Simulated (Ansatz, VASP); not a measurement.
**One calculation of BN, two programs**

File INCAR:

```
  PREC = Accurate
  ENCUT = 520
  EDIFF = 1E-6
  ISMEAR = 0
  SIGMA = 0.05
  LREAL = False
  LASPH = True
  NELM = 100
  ALGO = Normal
  ISIF = 2
  LWAVE = False
  LCHARG = False
  GGA = CA
  NBANDS = 16
```

KPOINTS

```
regular mesh
0
Gamma
  12 12 4
```

POSCAR

```
BN
1.0
    2.5267147555      0.0000000000      0.0000000000
   -1.2633573778      2.1881991664      0.0000000000
    0.0000000000      0.0000000000      5.8463126013
B N
2 2
Direct
    0.3333333333      0.6666666667      0.2500000000
    0.6666666667      0.3333333333      0.7500000000
    0.3333333333      0.6666666667      0.7500000000
    0.6666666667      0.3333333333      0.2500000000
```

Input for Ansatz:

```yaml
crystal:
  lattice:
    - [2.5267147555, 0.0, 0.0]
    - [-1.2633573778, 2.1881991664, 0.0]
    - [0.0, 0.0, 5.8463126013]
  atoms:
    - { symbol: B, position: [0.3333333333, 0.6666666667, 0.25] }
    - { symbol: B, position: [0.6666666667, 0.3333333333, 0.75] }
    - { symbol: "N", position: [0.3333333333, 0.6666666667, 0.75] }
    - { symbol: "N", position: [0.6666666667, 0.3333333333, 0.25] }
basis:
  ecutwfc: 520.0
kpoints:
  mp_grid: { grid: [12, 12, 4] }
hamiltonian:
  xc: lda
  pseudopotentials: { kind: paw, azcp: { folder: soft_1 } }
scf:
  occupations: { method: gaussian, width: 0.05 }
output:
  forces: true
  stress: true
  eigenvalues: true
```

Alike in both runs: task single point; functional LDA; k mesh 12 × 12 × 4; occupations gaussian, width 0.05 eV; no spin polarisation.

```csv
,VASP,Ansatz
version,VASP 6.6.1,Ansatz 0.2.0
potentials or method,"VASP PAW LDA potentials, release 64 (B, N), cutoff 520 eV","scalar-relativistic, plane waves, PAW"
valence electrons in the cell,16,16
```

|  | VASP | Ansatz | Ansatz less VASP |
| --- | --- | --- | --- |
| gap on the k mesh at the Fermi level (eV) | 3.86 | 3.87 | +0.011 |
| least direct gap on the mesh (eV) | 4.08 | 4.09 | +0.010 |
| pressure (GPa) | -9.3 | -9.9 | -0.64 |
| traceless stress, the component that is largest in VASP (GPa) | 14.12 | 14.95 | +0.824 |

Ansatz warns that its potentials were made for another functional, while VASP's fit it. LDA's correlation is that of Perdew and Zunger in VASP and of Perdew and Wang (1992) in Ansatz.
